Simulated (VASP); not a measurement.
Input of a VASP 6.6.1 run:

Contents of INCAR:

```
SYSTEM = Nb
PREC = Accurate
ENCUT = 600
EDIFF = 1E-6
ISMEAR = -1
SIGMA = 0.1
LREAL = .False.
LASPH = .True.
NELM = 80
ALGO = Normal
ISIF = 3
LWAVE = .False.
LCHARG = .False.
GGA = PS
IBRION = 2
NSW = 80
EDIFFG = -0.01
```

The input KPOINTS:

```
regular mesh
0
Gamma
  9 9 9
  0 0 0
```

File POSCAR:

```
Nb
1.0
    0.0000000000      2.8951284430      2.8951284430
    2.8951284430      0.0000000000      2.8951284430
    2.8951284430      2.8951284430      0.0000000000
Nb
2
Direct
    0.1250000000      0.1250000000      0.1250000000
    0.8750000000      0.8750000000      0.8750000000
```

Potentials or basis: VASP PAW PBE potentials, release 64 (Nb_sv).

The run is started by

```console
$ cat potpaw_PBE.64/Nb_sv/POTCAR > POTCAR
$ mpirun -np 1 vasp_std > vasp.out
```

Q: Predict the relaxed cell.

A: a = 4.112 Å, b = 4.112 Å, c = 4.112 Å, α = 60.00°, β = 60.00°, γ = 60.00°.

Q: Estimate the band gap on the k mesh.

A: Zero (bands 13 and 14 overlap by 1.18 eV).

Final structure:
```xyz
2
Lattice="0.0000 2.9079 2.9079 2.9079 0.0000 2.9079 2.9079 2.9079 0.0000" Properties=species:S:1:pos:R:3 pbc="T T T"
Nb    0.7270    0.7270    0.7270
Nb    5.0888    5.0888    5.0888
```
